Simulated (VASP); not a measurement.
Wanted: the native input for a VASP 6.6.1 run.

```yaml
Task: single point
Functional: PBEsol
Potentials_or_basis: VASP PAW PBE potentials, release 64 (Ga_d, P)
Cutoff: 520 eV
k_mesh: 9 × 9 × 9
Occupations: gaussian, width 0.05 eV
Spin: no spin polarisation
Dipole_correction: no
Further_INCAR_settings: ALGO = Normal; EDIFF = 1e-06; NBANDS = 26
```

The structure of GaP lies in POSCAR:

```
GaP
1.0
    2.0984563895      1.2115443614      5.9163452923
   -2.0984563895      1.2115443614      5.9163452923
    0.0000000000     -2.4230887228      5.9163452923
Ga P
2 2
Direct
    0.4353720000      0.4353720000      0.4353720000
    0.5646280000      0.5646280000      0.5646280000
    0.0573890000      0.0573890000      0.0573890000
    0.9426110000      0.9426110000      0.9426110000
```

This cell differs from its parent crystal: strain +0.080 along x and y, -0.080 along z.

The input as run:

INCAR

```
PREC = Accurate
ENCUT = 520
EDIFF = 1E-6
ISMEAR = 0
SIGMA = 0.05
LREAL = False
LASPH = True
NELM = 80
ALGO = Normal
ISIF = 2
LWAVE = False
LCHARG = True
GGA = PS
LELF = True
LVHAR = True
NBANDS = 26
```

KPOINTS

```
Automatic mesh
0
Gamma
  9 9 9
```

Potentials or basis: VASP PAW PBE potentials, release 64 (Ga_d, P).

Launch:

```bash
$ cat potpaw_PBE.64/Ga_d/POTCAR potpaw_PBE.64/P/POTCAR > POTCAR
$ mpirun -np 1 vasp_std > vasp.out
```

Results of the run:

```
Pressure               : -2.3 GPa
Largest force          : 2.640 eV/Å
Band gap on the k mesh : zero (bands 18 and 19 overlap by 0.28 eV)
```

Caveat: the cell differs from its parent crystal (strain +0.080 along x and y, -0.080 along z); semilocal functionals underestimate gaps, so a narrow gap can read as zero; the PAW data sets were made with another functional, which shifts forces and pressure a little.

Run time: 4.1 min on 1 thread of Intel(R) Xeon(R) Platinum 8259CL CPU @ 2.50GHz (Skylake/Cascade Lake), on a shared host, peak memory 0.42 GiB.
